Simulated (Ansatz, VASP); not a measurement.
# Al in VASP and in Ansatz

```
Al
1.0
     0.00000    1.80758    1.80758
     1.80758    0.00000    1.80758
     1.80758    1.80758    0.00000
Al
1
Direct
  0.00000 0.00000 0.00000
```

Change from the starting cell: volume scaled by 0.716, to set the pressure.

Alike in both runs: task single point; functional PBE; k mesh 18 × 18 × 18; occupations fermi-dirac, width 0.1 eV; no spin polarisation.

|  | VASP | Ansatz |
| --- | --- | --- |
| version | VASP 6.6.1 | Ansatz 0.2.0 |
| potentials or method | VASP PAW PBE potentials, release 64 (Al) | PAW with Ansatz's default frozen-core files, scalar-relativistic |
| plane-wave cutoff (eV) | 500 | 420 |
| valence electrons in the cell | 3 | 3 |

```tsv
	VASP	Ansatz	Ansatz less VASP
pressure (GPa)	54.3	54.3	-0.04
```

Both programs put the cell under a high pressure, so it lies far from rest at this level. With one functional, cell and mesh, what is left measures potentials, basis and numerics.
